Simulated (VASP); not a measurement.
Ge: single point with PBEsol

The system is Ge.

```
Ge
1.0
     1.38727   -2.44048    0.00000
     1.38727    2.44048    0.00000
     0.00000    0.00000    2.65032
Ge
1
Direct
  0.50000 0.50000 0.00000
```

```yaml
Program: VASP 6.6.1
Task: single point
Functional: PBEsol
Potentials_or_basis: VASP PAW PBE potentials, release 64 (Ge_d)
Cutoff: 500 eV
k_mesh: 11 × 11 × 10
Occupations: methfessel-paxton, width 0.1 eV
Spin: no spin polarisation
Dipole_correction: no
Further_INCAR_settings: ALGO = Normal; EDIFF = 1e-06; NBANDS = 13
```

```
Pressure               : 1.8 GPa
Band gap on the k mesh : zero (bands 7 and 8 overlap by 9.45 eV)
```

Stress tensor (GPa, compression positive):
```
1.82 0.00 0.00
0.00 1.79 0.00
0.00 0.00 1.73
```

Levels at points of the mesh, in eV from the Fermi level:
| k point | band 5 | band 6 | band 7 | band 8 | band 9 | band 10 |
| --- | --- | --- | --- | --- | --- | --- |
| (0.00, 0.00, 0.00) | -24.49 | -13.67 | 6.63 | 8.75 | 9.08 | 10.23 |
| (0.00, 0.00, 0.50) | -24.54 | -9.66 | -6.32 | 11.81 | 12.14 | 17.34 |

Wall time 16 s on 1 thread of AMD EPYC 9R45 96-Core Processor (Zen 5), with other jobs on the host, peak memory 0.12 GiB.

Caveat: the PAW data sets were made with another functional, which shifts forces and pressure a little.
